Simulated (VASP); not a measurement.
# BAs (zincblende type) (F-43m) in VASP: further runs, part 2 of 2

VASP 6.6.1. The steps go on from the part before.

## Step 4: Single point, r2SCAN (8.89 Å³/atom)

This run uses another cell than the first one, of 8.89 Å³/atom.

The input, POSCAR:

```
BAs
1.0
    0.0000000000      2.0719200226      2.0719200226
    2.0719200226      0.0000000000      2.0719200226
    2.0719200226      2.0719200226      0.0000000000
B As
1 1
Direct
    0.0000000000      0.0000000000      0.0000000000
    0.2500000000      0.2500000000      0.2500000000
```

The input, INCAR.step1:

```
PREC = Accurate ; ENCUT = 520
ISMEAR = -1 ; SIGMA = 0.1
LREAL = False ; LASPH = True
NELM = 60 ; NBANDS = 11
GGA = PE ; ALGO = Normal
EDIFF = 1E-4 ; LWAVE = True
LCHARG = False
```

The input, INCAR.step2:

```
PREC = Accurate ; ENCUT = 520
EDIFF = 1E-6 ; ISMEAR = -1
SIGMA = 0.1 ; LREAL = False
LASPH = True ; NELM = 60
ALGO = Normal ; ISIF = 2
LWAVE = False ; LCHARG = True
METAGGA = R2SCAN ; LMIXTAU = True
LELF = True ; LVHAR = True
NBANDS = 11 ; ISTART = 1
```

The input, KPOINTS:

```
Automatic mesh
0
Gamma
  15 15 15
```

Potentials or basis: VASP PAW PBE potentials, release 64 (B, As).

Run with:

```sh
cat potpaw_PBE.64/B/POTCAR potpaw_PBE.64/As/POTCAR > POTCAR
cp INCAR.step1 INCAR
mpirun -np 1 vasp_std > vasp.out
cp INCAR.step2 INCAR
mpirun -np 1 vasp_std > vasp.out
```

OUTCAR:

```text
PREC = Accurate
   ENCUT = 520
   EDIFF = 1E-6
   ISMEAR = -1
   LREAL = False
   LASPH = True
   NELM = 60
   ISIF = 2
   METAGGA = R2SCAN
   ISTART = 1

 ion  position               nearest neighbor table
   1  0.000  0.000  0.000-   2 1.79   2 1.79   2 1.79   2 1.79
   2  0.250  0.250  0.250-   1 1.79   1 1.79   1 1.79   1 1.79

  LATTYP: Found a face centered cubic cell.
 ALAT       =     4.1438400452

  Lattice vectors:

 A1 = (   0.0000000000,   2.0719200226,   2.0719200226)
 A2 = (   2.0719200226,   0.0000000000,   2.0719200226)
 A3 = (   2.0719200226,   2.0719200226,   0.0000000000)

Analysis of symmetry for initial positions (statically):
=====================================================================
 Subroutine PRICEL returns:
 Original cell was already a primitive cell.

 Routine SETGRP: Setting up the symmetry group for a
 face centered cubic supercell.

 Subroutine GETGRP returns: Found 24 space group operations
 (whereof 24 operations were pure point group operations)
 out of a pool of 48 trial point group operations.

The static configuration has the point symmetry T_d .

Analysis of symmetry for dynamics (positions and initial velocities):
=====================================================================
 Subroutine PRICEL returns:
 Original cell was already a primitive cell.

 Routine SETGRP: Setting up the symmetry group for a
 face centered cubic supercell.

 Subroutine GETGRP returns: Found 24 space group operations
 (whereof 24 operations were pure point group operations)
 out of a pool of 48 trial point group operations.

The dynamic configuration has the point symmetry T_d .

 Subroutine INISYM returns: Found 24 space group operations
 (whereof 24 operations are pure point group operations),
 and found     1 'primitive' translations

----------------------------------------------------------------------------------------

                                     Primitive cell

  volume of cell :      17.7889

  direct lattice vectors                    reciprocal lattice vectors
     0.000000000  2.071920023  2.071920023    -0.241322056  0.241322056  0.241322056
     2.071920023  0.000000000  2.071920023     0.241322056 -0.241322056  0.241322056
     2.071920023  2.071920023  0.000000000     0.241322056  0.241322056 -0.241322056

  length of vectors
     2.930137396  2.930137396  2.930137396     0.417982062  0.417982062  0.417982062

  position of ions in fractional coordinates (direct lattice)
     0.000000000  0.000000000  0.000000000
     0.250000000  0.250000000  0.250000000

  ion indices of the primitive-cell ions
   primitive index   ion index
                 1           1
                 2           2

----------------------------------------------------------------------------------------

 KPOINTS: Automatic mesh

Automatic generation of k-mesh.
 Grid dimensions read from file:
 generate k-points for:   15   15   15

 Generating k-lattice:

  Cartesian coordinates                     Fractional coordinates (reciprocal lattice)
    -0.016088137  0.016088137  0.016088137     0.066666667  0.000000000  0.000000000
     0.016088137 -0.016088137  0.016088137     0.000000000  0.066666667  0.000000000
     0.016088137  0.016088137 -0.016088137     0.000000000  0.000000000  0.066666667

  Length of vectors
     0.027865471  0.027865471  0.027865471

  Shift w.r.t. Gamma in fractional coordinates (k-lattice)
     0.000000000  0.000000000  0.000000000

 Subroutine IBZKPT returns following result:
 ===========================================

 Found    120 irreducible k-points:

 Following reciprocal coordinates:
            Coordinates               Weight
  0.000000  0.000000  0.000000      1.000000
  0.066667  0.000000  0.000000      8.000000
  0.133333  0.000000  0.000000      8.000000
  0.200000  0.000000  0.000000      8.000000
  0.266667  0.000000  0.000000      8.000000
  0.333333  0.000000  0.000000      8.000000
[... 16 lines left out ...]
  0.133333  0.133333  0.000000      6.000000
  0.200000  0.133333  0.000000     24.000000
 [... further k-points ...]
   k-points           NKPTS =    120   k-points in BZ     NKDIM =    120   number of bands    NBANDS=     11
   number of dos      NEDOS =    301   number of ions     NIONS =      2
   total plane-waves  NPLWV =  13824
   dimension x,y,z NGX =    24 NGY =   24 NGZ =   24
   dimension x,y,z NGXF=    48 NGYF=   48 NGZF=   48
   ions per type =               1   1
   NGX,Y,Z   is equivalent  to a cutoff of  13.62, 13.62, 13.62 a.u.
   NGXF,Y,Z  is equivalent  to a cutoff of  27.23, 27.23, 27.23 a.u.
 SYSTEM =  unknown system
   PREC   = accura    normal or accurate (medium, high low for compatibility)
   ISTART =      1    job   : 0-new  1-cont  2-samecut
   ICHARG =      0    charge: 1-file 2-atom 10-const
   ISPIN  =      1    spin polarized calculation?
   LNONCOLLINEAR =      F non collinear calculations
   LSORBIT =      F    spin-orbit coupling
   LASPH  =      T    aspherical Exc in radial PAW
   ENCUT  =  520.0 eV  38.22 Ry    6.18 a.u.   5.45  5.45  5.45*2*pi/ulx,y,z
   NELM   =     60;   NELMIN=  2; NELMDL=  0     # of ELM steps
   EDIFF  = 0.1E-05   stopping-criterion for ELM
   LREAL  =      F    real-space projection
   EDIFFG = 0.1E-04   stopping-criterion for IOM
   NSW    =      0    number of steps for IOM
   IBRION =     -1    ionic relax: 0-MD 1-quasi-New 2-CG
   NFREE  =      0    steps in history (QN), initial steepest desc. (CG)
   ISIF   =      2    stress and relaxation
   ISYM   =      2    0-nonsym 1-usesym 2-fastsym
   POTIM  = 0.5000    time-step for ionic-motion
   TEBEG  =    0.0;   TEEND  =   0.0 temperature during run
   PSTRESS=    0.0 pullay stress
   NELECT =       8.0000    total number of electrons
   NUPDOWN=      -1.0000    fix difference up-down
   EMIN   =  10.00;   EMAX   =-10.00  energy-range for DOS
   EFERMI =   0.00;   METHOD = LEGACY
   ISMEAR =    -1;   SIGMA  =   0.10  broadening in eV -4-tet -1-fermi 0-gaus
   EFERMI_NEDOS =   21; number of points for ismear=-14 and -15
   IALGO  =     38    algorithm
   IMIX   =      4    mixing-type and parameters
     AMIX     =   0.40;   BMIX     =  1.00
     AMIX_MAG =   1.60;   BMIX_MAG =  1.00
  volume/ion in A,a.u.               =       8.89        60.02
  Fermi-wavevector in a.u.,A,eV,Ry     =   1.254263  2.370213 21.404344  1.573175
  Thomas-Fermi vector in A             =   2.388076
   LORBIT       =      0    0 simple, 1 ext, 2 COOP (PROOUT), +10 PAW based schemes
   METAGGA = R2SCAN    functional components
   LHFCALC =     F    Hartree Fock is set to
   AEXX    =    0.0000 exact exchange contribution
   IVDW    =     0    specifies the selected vdW correction
   LEPSILON=     F    determine dielectric tensor
   LRPA    =     F    only Hartree local field effects (RPA)
 non-spin polarized calculation
  energy-cutoff  :      520.00
  volume of cell :       17.79
 maximum number of plane-waves:       531
 NGX is ok and might be reduce to    24
   NGX = 11   NGY = 11   NGZ = 11

 number of electron       8.0000000 magnetization

 Free energy of the ion-electron system (eV)
  ---------------------------------------------------
  ext. energy  EPLUGINS =         0.00000000
  ---------------------------------------------------
  free energy    TOTEN  =       -19.20156718 eV

  energy without entropy =      -19.20145654  energy(sigma->0) =      -19.20151186

 E-fermi :  12.0986     XC(G=0): -13.1894

 val. band max:       11.7082369506   @ k =   0.0000   0.0000   0.0000
 cond. band min:      12.5700638510   @ k =   0.4667   0.4667   0.0000
 fundamental gap:      0.8618269004
 Fermi energy:        12.0985649709

 k-point     1 :       0.0000    0.0000    0.0000
  band No.  band energies     occupation
      1      -9.2742      2.00000
      2      11.7082      1.96045
      3      11.7082      1.96045
      4      11.7082      1.96045
      5      15.9217      0.00000
      6      15.9217      0.00000
      7      15.9217      0.00000
      8      22.3991      0.00000
      9      25.6812      0.00000
     10      27.1405      0.00000
     11      27.1405      0.00000
[... 309 lines left out ...]
 k-point    24 :       0.2000    0.1333    0.0000
  band No.  band energies     occupation
      1      -8.2971      2.00000
      2       7.9869      2.00000
      3       8.9354      2.00000
      4       9.8902      2.00000
      5      14.7602      0.00000
      6      19.4071      0.00000
      7      19.5688      0.00000
      8      19.7555      0.00000
      9      25.2941      0.00000
     10      27.3854      0.00000
     11      29.0566      0.00000

 [... further k-points ...]

------------------------ aborting loop because EDIFF is reached ----------------------------------------

  FORCE on cell =-STRESS in cart. coord.  units (eV):
  Direction    XX          YY          ZZ          XY          YZ          ZX
  --------------------------------------------------------------------------------------
  -------------------------------------------------------------------------------------
  Total       16.1068600     16.1068600     16.1068600     -0.0000000     -0.0000000      0.0000000
  in kB     1450.6829534   1450.6829534   1450.6829534     -0.0000000     -0.0000000      0.0000000
  external PRESSURE =    1450.6829534 kB  Pullay stress =       0.0000000 kB

 VOLUME and BASIS-vectors are now :
 -----------------------------------------------------------------------------
  energy-cutoff  :      520.00
  volume of cell :       17.79
      direct lattice vectors                 reciprocal lattice vectors
     0.000000000  2.071920023  2.071920023    -0.241322056  0.241322056  0.241322056
     2.071920023  0.000000000  2.071920023     0.241322056 -0.241322056  0.241322056
     2.071920023  2.071920023  0.000000000     0.241322056  0.241322056 -0.241322056

 POSITION                                       TOTAL-FORCE (eV/Angst)
 -----------------------------------------------------------------------------------
      0.00000      0.00000      0.00000         0.000000      0.000000      0.000000
      1.03596      1.03596      1.03596        -0.000000     -0.000000     -0.000000
 -----------------------------------------------------------------------------------
    total drift:                               -0.000000     -0.000000     -0.000000

  FREE ENERGIE OF THE ION-ELECTRON SYSTEM (eV)
  ---------------------------------------------------
  free  energy   TOTEN  =       -19.2015671801 eV

  energy  without entropy=      -19.2014565370  energy(sigma->0) =      -19.20151186
```

OUTCAR.step1:

```text
PREC = Accurate
   ENCUT = 520
   ISMEAR = -1
   LREAL = False
   LASPH = True
[... 557 lines left out ...]
      0.00000      0.00000      0.00000        -0.000000     -0.000000     -0.000000
      1.03596      1.03596      1.03596         0.000000      0.000000      0.000000
 -----------------------------------------------------------------------------------
    total drift:                               -0.000000     -0.000000     -0.000000

  FREE ENERGIE OF THE ION-ELECTRON SYSTEM (eV)
  ---------------------------------------------------
  free  energy   TOTEN  =        -8.2113706718 eV

  energy  without entropy=       -8.2111367122  energy(sigma->0) =       -8.21125369
```

OSZICAR.step1:

```text
N       E                     dE             d eps       ncg     rms          rms(c)
DAV:   1     0.174109814786E+02    0.17411E+02   -0.42838E+03  2648   0.684E+02
DAV:   2    -0.940783629951E+01   -0.26819E+02   -0.25464E+02  3406   0.124E+02
DAV:   3    -0.100546862477E+02   -0.64685E+00   -0.64543E+00  3253   0.171E+01
DAV:   4    -0.100556789122E+02   -0.99266E-03   -0.99262E-03  2977   0.732E-01
DAV:   5    -0.100556796419E+02   -0.72971E-06   -0.72988E-06  3143   0.208E-02    0.884E+00
DAV:   6    -0.846861858598E+01    0.15871E+01   -0.29775E+00  2883   0.891E+00    0.440E+00
DAV:   7    -0.822316260438E+01    0.24546E+00   -0.75330E-01  3119   0.451E+00    0.145E+00
DAV:   8    -0.821098725142E+01    0.12175E-01   -0.24892E-02  2945   0.110E+00    0.155E-01
DAV:   9    -0.821127610699E+01   -0.28886E-03   -0.49059E-04  3242   0.157E-01    0.813E-02
DAV:  10    -0.821137067182E+01   -0.94565E-04   -0.14801E-04  2883   0.776E-02
   1 F= -.82113707E+01 E0= -.82112537E+01  d E =-.233960E-03
```

Wall time 1.9 min (1 thread of Intel Xeon 8259CL, shared host); peak memory 0.16 GiB.

Results:

| Quantity | Value |
| --- | --- |
| Free energy | -19.2016 eV |
| Pressure | 145.1 GPa |
| Band gap on the k mesh | 0.86 eV (least direct gap 4.21 eV) |

Caveat: the cell stands under pressure; the PAW data sets were made with another functional, which shifts forces and pressure a little; an odd mesh through Γ misses points on the zone boundary, where band edges can lie.

## Step 5: Summary

| cell | gap on the mesh (eV) | pressure (GPa) |
| --- | --- | --- |
| a = 2.592 Å, angles 60.0°, 2 atoms | 0.45 | 541.0 |
| a = 2.771 Å, angles 60.0°, 2 atoms | 0.62 | 276.9 |
| a = 2.930 Å, angles 60.0°, 2 atoms | 0.86 | 145.1 |

Alike in all rows: task single point; level r2SCAN; potentials or basis VASP PAW PBE potentials, release 64 (B, As); no spin polarisation; k mesh 15 × 15 × 15; cutoff (eV) 520; smearing fermi-dirac 0.1 eV.

Caveats: the cell stands under pressure; the PAW data sets were made with another functional, which shifts forces and pressure a little; an odd mesh through Γ misses points on the zone boundary, where band edges can lie.

Total energies depend on the potentials used, so only differences within one code and one set of settings carry meaning.
